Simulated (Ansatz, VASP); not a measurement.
## SiC: VASP beside Ansatz

File INCAR:

```
  ALGO = Normal
  EDIFF = 1E-7
  EDIFFG = -0.01
  ENCUT = 520
  GGA = CA
  IBRION = 2
  ISIF = 2
  ISMEAR = 0
  LASPH = True
  LCHARG = False
  LREAL = False
  LWAVE = False
  NELM = 80
  NSW = 50
  PREC = Accurate
  SIGMA = 0.05
```

The input KPOINTS:

```
k-points
0
Gamma
  12 12 6
```

File POSCAR:

```
SiC
1.0
    3.2544142579      0.0000000000      0.0000000000
   -1.6272071290      2.8184054218      0.0000000000
    0.0000000000      0.0000000000      5.1315604019
Si C
2 2
Direct
    0.3333333333      0.6666666667      0.0046041256
    0.6666666667      0.3333333333      0.5046041256
    0.3333333333      0.6666666667      0.3803958744
    0.6666666667      0.3333333333      0.8803958744
```

Input for Ansatz:

```yaml
crystal:
  lattice:
    - [3.2544142579, 0.0, 0.0]
    - [-1.627207129, 2.8184054218, 0.0]
    - [0.0, 0.0, 5.1315604019]
  atoms:
    - { symbol: Si, position: [0.3333333333, 0.6666666667, 0.0046041256] }
    - { symbol: Si, position: [0.6666666667, 0.3333333333, 0.5046041256] }
    - { symbol: C, position: [0.3333333333, 0.6666666667, 0.3803958744] }
    - { symbol: C, position: [0.6666666667, 0.3333333333, 0.8803958744] }
basis:
  ecutwfc: 520.0
kpoints:
  mp_grid: { grid: [12, 12, 6] }
hamiltonian:
  xc: lda
  pseudopotentials: { kind: paw, azcp: { folder: soft_1 } }
scf:
  occupations: { method: gaussian, width: 0.05 }
output:
  forces: true
  stress: true
  eigenvalues: true
relax:
  adjacent_minimum: "off"
  f_tol: 0.01
  max_steps: 30
```

Alike in both runs: task relaxation of the atoms; functional LDA; k mesh 12 × 12 × 6; occupations gaussian, width 0.05 eV; no spin polarisation.

```csv
,VASP,Ansatz
version,VASP 6.6.1,Ansatz 0.2.0
potentials or method,"VASP PAW LDA potentials, release 64 (Si, C), cutoff 520 eV","scalar-relativistic, plane waves, PAW"
valence electrons in the cell,16,16
```

|  | VASP | Ansatz | Ansatz less VASP |
| --- | --- | --- | --- |
| gap on the k mesh at the Fermi level, each at its own relaxed structure (eV) | 2.12 | 2.14 | +0.012 |

Ansatz warns that its potentials were made for another functional, while VASP's fit it. LDA's correlation is that of Perdew and Zunger in VASP and of Perdew and Wang (1992) in Ansatz. Ansatz's warnings: stress scf threshold loose.
